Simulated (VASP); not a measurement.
A run of VASP 6.6.1:

Contents of INCAR:

```
SYSTEM = HfO2
ALGO     = Normal         ! electronic algorithm
EDIFF    = 1E-6           ! SCF threshold, eV
ENCUT    = 520            ! plane-wave cutoff, eV
ISIF     = 2              ! what is computed and relaxed
ISMEAR   = -1             ! smearing method
LASPH    = .True.         ! aspherical terms in the spheres
LCHARG   = .True.         ! write CHGCAR
LELF     = .True.         ! ELF
LREAL    = .False.        ! projectors in reciprocal space
LVHAR    = .True.       
LWAVE    = .False.        ! write WAVECAR
NBANDS   = 18             ! bands
NELM     = 100            ! most SCF steps
PREC     = Accurate       ! precision mode
SIGMA    = 0.01           ! smearing width, eV
```

The input KPOINTS:

```
k-points
0
Gamma
  9 9 9
  0 0 0
```

POSCAR

```
HfO2
1.0
    0.0000000000      2.5744375797      2.5744375797
    2.5744375797      0.0000000000      2.5744375797
    2.5744375797      2.5744375797      0.0000000000
Hf O
1 2
Direct
    0.0000000000      0.0000000000      0.0000000000
    0.2500000000      0.2500000000      0.2500000000
    0.7500000000      0.7500000000      0.7500000000
```

Potentials or basis: VASP PAW LDA potentials, release 64 (Hf_pv, O).

Command:

```console
$ cat potpaw_LDA.64/Hf_pv/POTCAR potpaw_LDA.64/O/POTCAR > POTCAR
$ mpirun -np 1 vasp_std > vasp.out
```

Hardware: 1 thread of AMD EPYC 7R13, with other jobs on the host.

Estimate the wall time of this run.

Wall time 38 s on 1 thread of AMD EPYC 7R13, on a shared host, peak memory 0.12 GiB. Counts: scf iterations 13, k points 35.
